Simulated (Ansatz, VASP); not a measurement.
# CdS in VASP and in Ansatz

```
CELL_PARAMETERS angstrom
4.12360 0.00000 0.00000
-2.06180 3.57114 0.00000
0.00000 0.00000 6.71149
ATOMIC_POSITIONS crystal
Cd 0.33333 0.66667 0.99940
Cd 0.66667 0.33333 0.49940
S 0.33333 0.66667 0.37560
S 0.66667 0.33333 0.87560
```

Alike in both runs: functional PBEsol; k mesh 6 × 6 × 4; occupations fermi-dirac, width 0.02 eV; no spin polarisation.

Ansatz relaxed the structure, and its values are those at the end. VASP's run is a single point on that final structure, the one shown.

```csv
,VASP,Ansatz
version,VASP 6.6.1,Ansatz 0.2.0
potentials or method,"VASP PAW PBE potentials, release 64 (Cd, S), cutoff 520 eV",PAW plane waves
valence electrons in the cell,36,52
```

Ansatz gave:

```
gap on the k mesh at the Fermi level (eV) : 1.09
pressure (GPa)                            : 0.0
rms of the force components (eV/Å)        : 0.005
```

**Question.** Which values does VASP return?

**Answer.** gap on the k mesh at the Fermi level (eV): 1.09; pressure (GPa): 0.4; rms of the force components (eV/Å): 0.004.

VASP's potentials were made for PBE, not for PBEsol, and Ansatz warns of the same on its side. VASP's potentials hold 36 valence electrons a cell and Ansatz's 52, so a difference there can come from the potentials and not from the codes.
